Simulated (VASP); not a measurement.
The system is PtSe2 (Sudovikovite).

```xyz
3
Lattice="3.6990 0.0000 0.0000 -1.8495 3.2034 0.0000 0.0000 0.0000 5.0280" Properties=species:S:1:pos:R:3 pbc="T T T"
Pt    0.0000    0.0000    0.0000
Se    1.8495    1.0678    3.7710
Se    0.0000    2.1356    1.2570
```

Base run:

```yaml
Program: VASP 6.6.1
Functional: RPBE
Potentials_or_basis: VASP PAW PBE potentials, release 64 (Pt, Se)
Cutoff: 520 eV
k_mesh: 8 × 8 × 5
Occupations: fermi-dirac, width 0.05 eV
Spin: no spin polarisation
```

Its results: band gap on the k mesh zero (band 11 reaches 7.33 eV, above the bottom of band 12 at 7.06 eV); pressure 12.9 GPa; largest force 0.916 eV/Å.

Q: The run is repeated on the same cell with these changes: functional from RPBE to LDA; potentials or basis from VASP PAW PBE potentials, release 64 (Pt, Se) to VASP PAW LDA potentials, release 64 (Pt, Se). What comes out?

A: Band gap on the k mesh zero (band 11 reaches 7.21 eV, above the bottom of band 12 at 6.86 eV); pressure 2.8 GPa; largest force 0.511 eV/Å.

Caveats: spin-orbit coupling is left out, which moves the levels of the heavy elements; the PAW data sets were made with another functional, which shifts forces and pressure a little (some runs).
